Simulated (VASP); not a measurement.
# BaS in VASP: a series of runs

The runs below take BaS through single point, with PBEsol.

Everything below comes from runs of VASP 6.6.1. Logs are shortened: lines on timing, memory, paths and dates and some standing lists are left out, and cuts for length are marked.

### 1 The cell of the first run

Symmetry: I4/mmm, No. 139, tetragonal system. The conventional cell has a = 4.607 Å, b = 4.607 Å, c = 6.388 Å, α = 90.00°, β = 90.00°, γ = 90.00°. Ba (site symmetry 4/mmm) has 6 S at 3.19 to 3.26 Å within 4.2 Å. S (site symmetry 4/mmm) has 6 Ba at 3.19 to 3.26 Å within 4.2 Å.

### 2 Single point, PBEsol (equal xx and yy strain of +2 %)

File INCAR:

```
SYSTEM = BaS
PREC = Accurate
ENCUT = 520
EDIFF = 1E-6
ISMEAR = -1
SIGMA = 0.02
LREAL = .FALSE.
LASPH = .TRUE.
NELM = 60
ALGO = Normal
ISIF = 2
LWAVE = .FALSE.
LCHARG = .FALSE.
GGA = PS
NBANDS = 15
```

File KPOINTS:

```
regular mesh
0
G
  8 8 8
  0 0 0
```

File POSCAR:

```
BaS
1.0
    0.0000000000      3.2576250000      3.1937500000
    3.2576250000      0.0000000000      3.1937500000
    3.2576250000      3.2576250000      0.0000000000
Ba S
1 1
Direct
    0.0000000000      0.0000000000      0.0000000000
    0.5000000000      0.5000000000      0.5000000000
```

Potentials or basis: VASP PAW PBE potentials, release 64 (Ba_sv, S).

On the command line:

```console
$ cat potpaw_PBE.64/Ba_sv/POTCAR potpaw_PBE.64/S/POTCAR > POTCAR
$ mpirun -np 1 vasp_std > vasp.out
```

OUTCAR:

```text
SYSTEM = BaS
   PREC = Accurate
   ENCUT = 520
   EDIFF = 1E-6
   ISMEAR = -1
   LREAL = .FALSE.
   LASPH = .TRUE.
   NELM = 60
   ISIF = 2
   GGA = PS

 ion  position               nearest neighbor table
   1  0.000  0.000  0.000-   2 3.19   2 3.19   2 3.26   2 3.26   2 3.26   2 3.26
   2  0.500  0.500  0.500-   1 3.19   1 3.19   1 3.26   1 3.26   1 3.26   1 3.26

  LATTYP: Found a body centered tetragonal cell.
 ALAT       =     4.6069774561
 C/A-ratio  =     1.3864838847

  Lattice vectors:

 A1 = (   0.0000000000,  -3.2576250000,  -3.1937500000)
 A2 = (   0.0000000000,   3.2576250000,  -3.1937500000)
 A3 = (   3.2576250000,   0.0000000000,   3.1937500000)

Analysis of symmetry for initial positions (statically):
=====================================================================
 Subroutine PRICEL returns:
 Original cell was already a primitive cell.

 Routine SETGRP: Setting up the symmetry group for a
 body centered tetragonal supercell.

 Subroutine GETGRP returns: Found 16 space group operations
 (whereof 16 operations were pure point group operations)
 out of a pool of 16 trial point group operations.

The static configuration has the point symmetry D_4h.

Analysis of symmetry for dynamics (positions and initial velocities):
=====================================================================
 Subroutine PRICEL returns:
 Original cell was already a primitive cell.

 Routine SETGRP: Setting up the symmetry group for a
 body centered tetragonal supercell.

 Subroutine GETGRP returns: Found 16 space group operations
 (whereof 16 operations were pure point group operations)
 out of a pool of 16 trial point group operations.

The dynamic configuration has the point symmetry D_4h.

 Subroutine INISYM returns: Found 16 space group operations
 (whereof 16 operations are pure point group operations),
 and found     1 'primitive' translations

----------------------------------------------------------------------------------------

                                     Primitive cell

  volume of cell :      67.7849

  direct lattice vectors                    reciprocal lattice vectors
     0.000000000  3.257625000  3.193750000    -0.153486052  0.153486052  0.156555773
     3.257625000  0.000000000  3.193750000     0.153486052 -0.153486052  0.156555773
     3.257625000  3.257625000  0.000000000     0.153486052  0.153486052 -0.156555773

  length of vectors
     4.562034601  4.562034601  4.606977456     0.267629681  0.267629681  0.267629681

  position of ions in fractional coordinates (direct lattice)
     0.000000000  0.000000000  0.000000000
     0.500000000  0.500000000  0.500000000

  ion indices of the primitive-cell ions
   primitive index   ion index
                 1           1
                 2           2

----------------------------------------------------------------------------------------

 KPOINTS: regular mesh

Automatic generation of k-mesh.
 Grid dimensions read from file:
 generate k-points for:    8    8    8

 Generating k-lattice:

  Cartesian coordinates                     Fractional coordinates (reciprocal lattice)
    -0.019185756  0.019185756  0.019569472     0.125000000  0.000000000  0.000000000
     0.019185756 -0.019185756  0.019569472     0.000000000  0.125000000  0.000000000
     0.019185756  0.019185756 -0.019569472     0.000000000  0.000000000  0.125000000

  Length of vectors
     0.033453710  0.033453710  0.033453710

  Shift w.r.t. Gamma in fractional coordinates (k-lattice)
     0.000000000  0.000000000  0.000000000

 Subroutine IBZKPT returns following result:
 ===========================================

 Found     59 irreducible k-points:

 Following reciprocal coordinates:
            Coordinates               Weight
  0.000000  0.000000  0.000000      1.000000
  0.125000  0.000000  0.000000      8.000000
  0.250000  0.000000  0.000000      8.000000
  0.375000  0.000000  0.000000      8.000000
  0.500000  0.000000  0.000000      4.000000
  0.125000  0.125000  0.000000      2.000000
[... 16 lines left out ...]
  0.250000  0.000000  0.125000     16.000000
  0.375000  0.000000  0.125000     16.000000
 [... further k-points ...]
   k-points           NKPTS =     59   k-points in BZ     NKDIM =     59   number of bands    NBANDS=     15
   number of dos      NEDOS =    301   number of ions     NIONS =      2
   total plane-waves  NPLWV =  46656
   dimension x,y,z NGX =    36 NGY =   36 NGZ =   36
   dimension x,y,z NGXF=    72 NGYF=   72 NGZF=   72
   ions per type =               1   1
   NGX,Y,Z   is equivalent  to a cutoff of  13.12, 13.12, 12.99 a.u.
   NGXF,Y,Z  is equivalent  to a cutoff of  26.24, 26.24, 25.98 a.u.
 SYSTEM =  BaS
   PREC   = accura    normal or accurate (medium, high low for compatibility)
   ISTART =      0    job   : 0-new  1-cont  2-samecut
   ICHARG =      2    charge: 1-file 2-atom 10-const
   ISPIN  =      1    spin polarized calculation?
   LNONCOLLINEAR =      F non collinear calculations
   LSORBIT =      F    spin-orbit coupling
   LASPH  =      T    aspherical Exc in radial PAW
   ENCUT  =  520.0 eV  38.22 Ry    6.18 a.u.   8.48  8.48  8.57*2*pi/ulx,y,z
   NELM   =     60;   NELMIN=  2; NELMDL= -5     # of ELM steps
   EDIFF  = 0.1E-05   stopping-criterion for ELM
   LREAL  =      F    real-space projection
   EDIFFG = 0.1E-04   stopping-criterion for IOM
   NSW    =      0    number of steps for IOM
   IBRION =     -1    ionic relax: 0-MD 1-quasi-New 2-CG
   NFREE  =      0    steps in history (QN), initial steepest desc. (CG)
   ISIF   =      2    stress and relaxation
   ISYM   =      2    0-nonsym 1-usesym 2-fastsym
   POTIM  = 0.5000    time-step for ionic-motion
   TEBEG  =    0.0;   TEEND  =   0.0 temperature during run
   PSTRESS=    0.0 pullay stress
   NELECT =      16.0000    total number of electrons
   NUPDOWN=      -1.0000    fix difference up-down
   EMIN   =  10.00;   EMAX   =-10.00  energy-range for DOS
   EFERMI =   0.00;   METHOD = LEGACY
   ISMEAR =    -1;   SIGMA  =   0.02  broadening in eV -4-tet -1-fermi 0-gaus
   EFERMI_NEDOS =   21; number of points for ismear=-14 and -15
   IALGO  =     38    algorithm
   IMIX   =      4    mixing-type and parameters
     AMIX     =   0.40;   BMIX     =  1.00
     AMIX_MAG =   1.60;   BMIX_MAG =  1.00
  volume/ion in A,a.u.               =      33.89       228.72
  Fermi-wavevector in a.u.,A,eV,Ry     =   1.011744  1.911918 13.927265  1.023625
  Thomas-Fermi vector in A             =   2.144811
   LORBIT       =      0    0 simple, 1 ext, 2 COOP (PROOUT), +10 PAW based schemes
   GGA     = PS    functional components
   LHFCALC =     F    Hartree Fock is set to
   AEXX    =    0.0000 exact exchange contribution
   IVDW    =     0    specifies the selected vdW correction
   LEPSILON=     F    determine dielectric tensor
   LRPA    =     F    only Hartree local field effects (RPA)
 non-spin polarized calculation
  energy-cutoff  :      520.00
  volume of cell :       67.78
 maximum number of plane-waves:      1842
 NGX is ok and might be reduce to    36
   NGX = 17   NGY = 17   NGZ = 17

 number of electron      16.0000001 magnetization

 Free energy of the ion-electron system (eV)
  ---------------------------------------------------
  ext. energy  EPLUGINS =         0.00000000
  ---------------------------------------------------
  free energy    TOTEN  =       -10.69247629 eV

  energy without entropy =      -10.69247629  energy(sigma->0) =      -10.69247629

 E-fermi :   1.5986     XC(G=0):  -8.6579

 val. band max:        1.1815295406   @ k =   0.0000   0.0000   0.0000
 cond. band min:       3.1815484581   @ k =   0.5000   0.5000   0.0000
 fundamental gap:      2.0000189176
 Fermi energy:         1.5985634391

 k-point     1 :       0.0000    0.0000    0.0000
  band No.  band energies     occupation
      1     -25.0187      2.00000
      2     -10.0652      2.00000
      3     -10.0644      2.00000
      4     -10.0644      2.00000
      5      -9.1515      2.00000
      6       1.1226      2.00000
      7       1.1226      2.00000
      8       1.1815      2.00000
      9       4.3522      0.00000
     10       4.8775      0.00000
     11       4.8775      0.00000
     12       5.0124      0.00000
     13       5.7747      0.00000
     14       5.9057      0.00000
     15       9.5905      0.00000

 k-point     2 :       0.1250    0.0000    0.0000
  band No.  band energies     occupation
      1     -25.0133      2.00000
      2     -10.3121      2.00000
      3     -10.0710      2.00000
      4     -10.0690      2.00000
      5      -8.8903      2.00000
      6       0.7272      2.00000
      7       0.9286      2.00000
      8       0.9594      2.00000
      9       4.8052      0.00000
     10       5.0466      0.00000
     11       5.1094      0.00000
     12       5.1993      0.00000
     13       6.1968      0.00000
     14       6.3498      0.00000
     15      10.2002      0.00000

 k-point     3 :       0.2500    0.0000    0.0000
  band No.  band energies     occupation
      1     -25.0001      2.00000
      2     -10.6925      2.00000
      3     -10.0868      2.00000
      4     -10.0788      2.00000
      5      -8.4747      2.00000
      6      -0.0010      2.00000
      7       0.5426      2.00000
      8       0.5520      2.00000
      9       5.0959      0.00000
     10       5.7546      0.00000
     11       5.7997      0.00000
     12       6.1390      0.00000
     13       7.2589      0.00000
     14       7.4569      0.00000
     15      11.3885      0.00000

 k-point     4 :       0.3750    0.0000    0.0000
  band No.  band energies     occupation
      1     -24.9868      2.00000
      2     -10.9669      2.00000
      3     -10.1024      2.00000
      4     -10.0884      2.00000
      5      -8.1622      2.00000
      6      -0.5625      2.00000
      7       0.2228      2.00000
      8       0.2292      2.00000
      9       5.6735      0.00000
     10       6.6697      0.00000
     11       6.6738      0.00000
     12       6.9367      0.00000
     13       8.5725      0.00000
     14       8.8019      0.00000
     15      10.9840      0.00000
[... 307 lines left out ...]
 k-point    22 :       0.1250    0.0000    0.1250
  band No.  band energies     occupation
      1     -25.0117      2.00000
      2     -10.3104      2.00000
      3     -10.0912      2.00000
      4     -10.0873      2.00000
      5      -8.8715      2.00000
      6       0.4400      2.00000
      7       1.0481      2.00000
      8       1.1071      2.00000
      9       4.5099      0.00000
     10       4.8763      0.00000
     11       5.3873      0.00000
     12       5.5150      0.00000
     13       6.0063      0.00000
     14       6.8020      0.00000
     15      10.3592      0.00000

 k-point    23 :       0.2500    0.0000    0.1250
  band No.  band energies     occupation
      1     -25.0013      2.00000
      2     -10.5715      2.00000
      3     -10.1110      2.00000
      4     -10.1014      2.00000
      5      -8.6077      2.00000
      6       0.0006      2.00000
      7       0.7682      2.00000
      8       0.8636      2.00000
      9       4.4474      0.00000
     10       5.5618      0.00000
     11       5.9998      0.00000
     12       6.1123      0.00000
     13       6.5612      0.00000
     14       7.9050      0.00000
     15      11.4222      0.00000

 k-point    24 :       0.3750    0.0000    0.1250
  band No.  band energies     occupation
      1     -24.9881      2.00000
      2     -10.8400      2.00000
      3     -10.1254      2.00000
      4     -10.1202      2.00000
      5      -8.3323      2.00000
      6      -0.3452      2.00000
      7       0.3469      2.00000
      8       0.4971      2.00000
      9       4.8637      0.00000
     10       6.6331      0.00000
     11       6.7134      0.00000
     12       6.9264      0.00000
     13       7.6839      0.00000
     14       8.8742      0.00000
     15      10.8490      0.00000

 [... further k-points ...]
[... 5 lines left out ...]
  --------------------------------------------------------------------------------------
  -------------------------------------------------------------------------------------
  Total       -1.0668823     -1.0668823     -0.4867044      0.0000000      0.0000000      0.0000000
  in kB      -25.2170344    -25.2170344    -11.5038385      0.0000000      0.0000000      0.0000000
  external PRESSURE =     -20.6459691 kB  Pullay stress =       0.0000000 kB

 VOLUME and BASIS-vectors are now :
 -----------------------------------------------------------------------------
  energy-cutoff  :      520.00
  volume of cell :       67.78
      direct lattice vectors                 reciprocal lattice vectors
     0.000000000  3.257625000  3.193750000    -0.153486052  0.153486052  0.156555773
     3.257625000  0.000000000  3.193750000     0.153486052 -0.153486052  0.156555773
     3.257625000  3.257625000  0.000000000     0.153486052  0.153486052 -0.156555773

 POSITION                                       TOTAL-FORCE (eV/Angst)
 -----------------------------------------------------------------------------------
      0.00000      0.00000      0.00000        -0.000000      0.000000      0.000000
      3.25762      3.25762      3.19375         0.000000     -0.000000     -0.000000
 -----------------------------------------------------------------------------------
    total drift:                                0.000000      0.000000      0.000000

  FREE ENERGIE OF THE ION-ELECTRON SYSTEM (eV)
  ---------------------------------------------------
  free  energy   TOTEN  =       -10.6924762915 eV

  energy  without entropy=      -10.6924762915  energy(sigma->0) =      -10.69247629
```

It took 42 s on 1 thread of Intel Xeon Platinum 8259CL at 2.50GHz (Skylake/Cascade Lake), shared host; peak memory 0.24 GiB.

Results:

- Free energy: -10.6925 eV
- Pressure: -2.1 GPa
- Band gap on the k mesh: 2.00 eV (least direct gap 2.17 eV)

Levels at points of the mesh, in eV from the valence-band top:
| k point | band 6 | band 7 | band 8 | band 9 | band 10 | band 11 |
| --- | --- | --- | --- | --- | --- | --- |
| (0.00, 0.00, 0.00) | -0.06 | -0.06 | 0.00 | 3.17 | 3.70 | 3.70 |
| (0.50, 0.00, 0.00) | -1.95 | -1.08 | -1.07 | 5.29 | 5.36 | 6.06 |
| (0.50, 0.50, 0.00) | -0.56 | -0.23 | -0.23 | 2.00 | 5.66 | 5.79 |
| (0.50, 0.00, 0.50) | -0.65 | -0.22 | -0.15 | 2.01 | 5.58 | 5.82 |

Caveat: the cell differs from its parent crystal (equal xx and yy strain of +2 %); the PAW data sets were made with another functional, which shifts forces and pressure a little; spin-orbit coupling is left out, which moves the levels of the heavy elements. A k mesh can miss the band edges.

### 3 Single point, PBEsol (equal xy, yz and zx shear strains of -3 %)

File INCAR:

```
ALGO = Normal
EDIFF = 1E-6
ENCUT = 520
GGA = PS
ISIF = 2
ISMEAR = -1
LASPH = True
LCHARG = False
LREAL = False
LWAVE = False
NBANDS = 15
NELM = 100
PREC = Accurate
SIGMA = 0.02
```

File KPOINTS:

```
k-points
0
Gamma
  8 8 8
```

File POSCAR:

```
BaS
1.0
   -0.0958125000      3.1458437500      3.1458437500
    3.1458437500     -0.0958125000      3.1458437500
    3.1458437500      3.1458437500     -0.0958125000
Ba S
1 1
Direct
    0.0000000000      0.0000000000      0.0000000000
    0.5000000000      0.5000000000      0.5000000000
```

Potentials or basis: VASP PAW PBE potentials, release 64 (Ba_sv, S).

On the command line:

```console
$ cat potpaw_PBE.64/Ba_sv/POTCAR potpaw_PBE.64/S/POTCAR > POTCAR
$ mpirun -np 1 vasp_std > vasp.out
```

Run time: 47 s. Hardware: 1 thread of Intel Xeon Platinum 8259CL at 2.50GHz (Skylake/Cascade Lake), shared host; peak memory 0.24 GiB.

It converged, with:

```yaml
Free_energy: -10.7084 eV
Pressure: -0.6 GPa
Band_gap_on_the_k_mesh: 1.91 eV (least direct gap 2.07 eV)
```

Stress tensor (GPa, compression positive):
```
-0.55  0.52  0.52
 0.52 -0.55  0.52
 0.52  0.52 -0.55
```

Levels at points of the mesh, in eV from the valence-band top:
| k point | band 4 | band 5 | band 6 | band 7 | band 8 | band 9 | band 10 | band 11 | band 12 | band 13 |
| --- | --- | --- | --- | --- | --- | --- | --- | --- | --- | --- |
| (0.00, 0.00, 0.00) | -11.15 | -10.42 | -0.10 | -0.10 | 0.00 | 3.30 | 3.57 | 3.57 | 4.02 | 4.68 |
| (0.50, 0.00, 0.00) | -11.18 | -9.14 | -2.07 | -1.22 | -1.05 | 5.28 | 5.46 | 5.92 | 6.43 | 8.61 |
| (0.50, 0.50, 0.00) | -11.33 | -10.32 | -0.62 | -0.25 | -0.17 | 1.91 | 5.81 | 5.82 | 7.21 | 7.45 |
| (0.50, 0.50, 0.50) | -11.21 | -9.20 | -2.06 | -1.30 | -1.30 | 5.46 | 5.47 | 6.35 | 6.35 | 8.75 |

Caveat: the cell differs from its parent crystal (equal xy, yz and zx shear strains of -3 %); the PAW data sets were made with another functional, which shifts forces and pressure a little; spin-orbit coupling is left out, which moves the levels of the heavy elements. A k mesh can miss the band edges.

(Part 1 of 2 ends here.)
